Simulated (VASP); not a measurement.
# MnSb (P6_3/mmc) in VASP: further runs, part 2 of 2

VASP 6.6.1. Earlier steps stand in the parts before.

### 4 Single point, PBE, collinear spin, ferromagnetic start

INCAR reads:

```
ALGO = Normal ; EDIFF = 1E-6
ENCUT = 520 ; GGA = PE
ISIF = 2 ; ISMEAR = 0
ISPIN = 2 ; LASPH = T
LCHARG = F ; LMAXMIX = 4
LORBIT = 11 ; LREAL = F
LWAVE = F ; MAGMOM = 0 0 4 4
NBANDS = 30 ; NELM = 150
PREC = Accurate ; SIGMA = 0.024
```

KPOINTS reads:

```
k-points
0
Gamma
  7 7 5
```

POSCAR reads:

```
MnSb
1.0
    4.1500000000      0.0000000000      0.0000000000
   -2.0750000000      3.5940054257      0.0000000000
    0.0000000000      0.0000000000      5.7800000000
Sb Mn
2 2
Direct
    0.6666666667      0.3333333333      0.7500000000
    0.3333333333      0.6666666667      0.2500000000
    0.0000000000      0.0000000000      0.5000000000
    0.0000000000      0.0000000000      0.0000000000
```

Potentials or basis: VASP PAW PBE potentials, release 64 (Sb, Mn_pv).

Started as:

```bash
cat potpaw_PBE.64/Sb/POTCAR potpaw_PBE.64/Mn_pv/POTCAR > POTCAR
mpirun -np 1 vasp_std > vasp.out
```

OUTCAR:

```text
EDIFF = 1E-6
   ENCUT = 520
   GGA = PE
   ISIF = 2
   ISMEAR = 0
   ISPIN = 2
   LASPH = T
   LORBIT = 11
   LREAL = F
   NELM = 150
   PREC = Accurate

 ion  position               nearest neighbor table
   1  0.667  0.333  0.750-   3 2.80   4 2.80   3 2.80   4 2.80   3 2.80   4 2.80   2 3.75   2 3.75
                             2 3.75   2 3.75   2 3.75   2 3.75
   2  0.333  0.667  0.250-   3 2.80   4 2.80   3 2.80   4 2.80   3 2.80   4 2.80   1 3.75   1 3.75
                             1 3.75   1 3.75   1 3.75   1 3.75
   3  0.000  0.000  0.500-   1 2.80   2 2.80   2 2.80   1 2.80   1 2.80   2 2.80   4 2.89   4 2.89

   4  0.000  0.000  0.000-   1 2.80   2 2.80   2 2.80   1 2.80   1 2.80   2 2.80   3 2.89   3 2.89

  LATTYP: Found a hexagonal cell.
 ALAT       =     4.1500000000
 C/A-ratio  =     1.3927710843

  Lattice vectors:

 A1 = (   4.1500000000,   0.0000000000,   0.0000000000)
 A2 = (  -2.0750000000,   3.5940054257,   0.0000000000)
[... 1794 lines left out ...]

  FORCE on cell =-STRESS in cart. coord.  units (eV):
  Direction    XX          YY          ZZ          XY          YZ          ZX
  --------------------------------------------------------------------------------------
  -------------------------------------------------------------------------------------
  Total       -1.6277779     -1.6277779     -2.2760911      0.0000000     -0.0000000      0.0000000
  in kB      -30.2517886    -30.2517886    -42.3005058      0.0000000     -0.0000000      0.0000000
  external PRESSURE =     -34.2680277 kB  Pullay stress =       0.0000000 kB

 VOLUME and BASIS-vectors are now :
 -----------------------------------------------------------------------------
  energy-cutoff  :      520.00
  volume of cell :       86.21
      direct lattice vectors                 reciprocal lattice vectors
     4.150000000  0.000000000  0.000000000     0.240963855  0.139120547  0.000000000
    -2.075000000  3.594005426  0.000000000     0.000000000  0.278241094  0.000000000
     0.000000000  0.000000000  5.780000000     0.000000000  0.000000000  0.173010381

 POSITION                                       TOTAL-FORCE (eV/Angst)
 -----------------------------------------------------------------------------------
      2.07500      1.19800      4.33500         0.000000     -0.000000      0.000000
     -0.00000      2.39600      1.44500         0.000000      0.000000      0.000000
      0.00000      0.00000      2.89000        -0.000000     -0.000000      0.000000
      0.00000      0.00000      0.00000        -0.000000     -0.000000      0.000000
 -----------------------------------------------------------------------------------
    total drift:                               -0.000000      0.000000      0.000000

  FREE ENERGIE OF THE ION-ELECTRON SYSTEM (eV)
  ---------------------------------------------------
  free  energy   TOTEN  =       -26.3111285448 eV

  energy  without entropy=      -26.3100038205  energy(sigma->0) =      -26.31056618

 total charge

# of ion       s       p       d       tot
------------------------------------------
    1        1.141   1.263   0.041   2.444
    2        1.141   1.263   0.041   2.444
    3        0.273   6.208   5.033  11.514
    4        0.273   6.208   5.033  11.514
--------------------------------------------------
tot          2.828  14.940  10.147  27.916

 magnetization (x)

# of ion       s       p       d       tot
------------------------------------------
    1        0.010  -0.146   0.006  -0.130
    2        0.010  -0.146   0.006  -0.130
    3        0.037   0.026   3.330   3.392
    4        0.037   0.026   3.330   3.392
--------------------------------------------------
tot          0.094  -0.240   6.670   6.524
```

Run time: 3 min. Hardware: 1 thread of Intel Xeon 8259CL, shared host; peak memory 0.3 GiB.

Results:

```
Free energy                                           : -26.3111 eV
Pressure                                              : -3.4 GPa
Net moment                                            : 6.68 μB per cell
Site moments                                          : Sb -0.13; Mn +3.39 μB
Valence electrons inside the program's atomic spheres : Sb 2.44; Mn 11.51
```

Stress tensor (GPa, compression positive):
```
-3.03  0.00  0.00
 0.00 -3.03  0.00
 0.00  0.00 -4.23
```

Caveat: the cell stands under tension; spin-orbit coupling is left out, which moves the levels of the heavy elements; only a ferromagnetic start was run, and an antiferromagnetic order may lie lower in energy.

### 5 Single point, PBE, collinear spin, ferromagnetic start

INCAR reads:

```
PREC = Accurate ; ENCUT = 520
EDIFF = 1E-6 ; ISMEAR = 0
SIGMA = 0.025 ; LREAL = F
LASPH = T ; NELM = 150
ALGO = Normal ; ISIF = 2
LWAVE = F ; LCHARG = F
ISPIN = 2 ; MAGMOM = 0 0 4 4
LORBIT = 11 ; LMAXMIX = 4
GGA = PE ; NBANDS = 30
```

KPOINTS reads:

```
Automatic mesh
0
Gamma
  7 7 5
```

POSCAR is that of step 4.

Potentials or basis: VASP PAW PBE potentials, release 64 (Sb, Mn_pv).

Started as:

```bash
cat potpaw_PBE.64/Sb/POTCAR potpaw_PBE.64/Mn_pv/POTCAR > POTCAR
mpirun -np 1 vasp_std > vasp.out
```

OUTCAR:

```text
PREC = Accurate
   ENCUT = 520
   EDIFF = 1E-6
   ISMEAR = 0
   LREAL = F
   LASPH = T
   NELM = 150
   ISIF = 2
   ISPIN = 2
   LORBIT = 11
   GGA = PE

 ion  position               nearest neighbor table
   1  0.667  0.333  0.750-   3 2.80   4 2.80   3 2.80   4 2.80   3 2.80   4 2.80   2 3.75   2 3.75
                             2 3.75   2 3.75   2 3.75   2 3.75
   2  0.333  0.667  0.250-   3 2.80   4 2.80   3 2.80   4 2.80   3 2.80   4 2.80   1 3.75   1 3.75
                             1 3.75   1 3.75   1 3.75   1 3.75
   3  0.000  0.000  0.500-   1 2.80   2 2.80   2 2.80   1 2.80   1 2.80   2 2.80   4 2.89   4 2.89

   4  0.000  0.000  0.000-   1 2.80   2 2.80   2 2.80   1 2.80   1 2.80   2 2.80   3 2.89   3 2.89

  LATTYP: Found a hexagonal cell.
 ALAT       =     4.1500000000
 C/A-ratio  =     1.3927710843

  Lattice vectors:

 A1 = (   4.1500000000,   0.0000000000,   0.0000000000)
[... 1793 lines left out ...]

------------------------ aborting loop because EDIFF is reached ----------------------------------------

  FORCE on cell =-STRESS in cart. coord.  units (eV):
  Direction    XX          YY          ZZ          XY          YZ          ZX
  --------------------------------------------------------------------------------------
  -------------------------------------------------------------------------------------
  Total       -1.6259124     -1.6259124     -2.2737164      0.0000000     -0.0000000      0.0000000
  in kB      -30.2171204    -30.2171204    -42.2563734      0.0000000     -0.0000000      0.0000000
  external PRESSURE =     -34.2302048 kB  Pullay stress =       0.0000000 kB

 VOLUME and BASIS-vectors are now :
 -----------------------------------------------------------------------------
  energy-cutoff  :      520.00
  volume of cell :       86.21
      direct lattice vectors                 reciprocal lattice vectors
     4.150000000  0.000000000  0.000000000     0.240963855  0.139120547  0.000000000
    -2.075000000  3.594005426  0.000000000     0.000000000  0.278241094  0.000000000
     0.000000000  0.000000000  5.780000000     0.000000000  0.000000000  0.173010381

 POSITION                                       TOTAL-FORCE (eV/Angst)
 -----------------------------------------------------------------------------------
      2.07500      1.19800      4.33500         0.000000     -0.000000      0.000000
     -0.00000      2.39600      1.44500         0.000000      0.000000      0.000000
      0.00000      0.00000      2.89000        -0.000000      0.000000      0.000000
      0.00000      0.00000      0.00000        -0.000000      0.000000      0.000000
 -----------------------------------------------------------------------------------
    total drift:                               -0.000000      0.000000      0.000000

  FREE ENERGIE OF THE ION-ELECTRON SYSTEM (eV)
  ---------------------------------------------------
  free  energy   TOTEN  =       -26.3111757795 eV

  energy  without entropy=      -26.3099906622  energy(sigma->0) =      -26.31058322

 total charge

# of ion       s       p       d       tot
------------------------------------------
    1        1.141   1.263   0.041   2.444
    2        1.141   1.263   0.041   2.444
    3        0.273   6.208   5.033  11.514
    4        0.273   6.208   5.033  11.514
--------------------------------------------------
tot          2.828  14.940  10.147  27.916

 magnetization (x)

# of ion       s       p       d       tot
------------------------------------------
    1        0.010  -0.146   0.006  -0.130
    2        0.010  -0.146   0.006  -0.130
    3        0.037   0.026   3.330   3.393
    4        0.037   0.026   3.330   3.393
--------------------------------------------------
tot          0.094  -0.240   6.671   6.525
```

Wall time 2.6 min (1 thread of Intel Xeon 8259CL, shared host); peak memory 0.3 GiB.

Results:

```yaml
Free_energy: -26.3112 eV
Pressure: -3.4 GPa
Net_moment: 6.68 μB per cell
Site_moments: Sb -0.13; Mn +3.39 μB
Valence_electrons_inside_the_program's_atomic_spheres: Sb 2.44; Mn 11.51
```

Caveat: the cell stands under tension; spin-orbit coupling is left out, which moves the levels of the heavy elements; only a ferromagnetic start was run, and an antiferromagnetic order may lie lower in energy.

### 6 Overview

| level | potentials or basis | smearing | gap on the mesh (eV) | pressure (GPa) | moment (μB) |
| --- | --- | --- | --- | --- | --- |
| LDA | VASP PAW LDA potentials, release 64 (Sb, Mn_pv) | fermi-dirac 0.05 eV | none | -11.2 | 6.38 |
| BLYP | VASP PAW PBE potentials, release 64 (Sb, Mn_pv) | fermi-dirac 0.05 eV | none | 1.2 | 6.53 |
| PBE | VASP PAW PBE potentials, release 64 (Sb, Mn_pv) | gaussian 0.024 eV | none | -3.4 | 6.68 |
| PBE | VASP PAW PBE potentials, release 64 (Sb, Mn_pv) | gaussian 0.025 eV | none | -3.4 | 6.68 |

Alike in all rows: task single point; spin collinear, ferromagnetic start; cell as given; k mesh 7 × 7 × 5; cutoff (eV) 520.

Caveats: spin-orbit coupling is left out, which moves the levels of the heavy elements; only a ferromagnetic start was run, and an antiferromagnetic order may lie lower in energy; the cell stands under tension (at least some runs); the PAW data sets were made with another functional, which shifts forces and pressure a little (at least some runs).

Absolute energies hang on the potentials; compare differences alone.
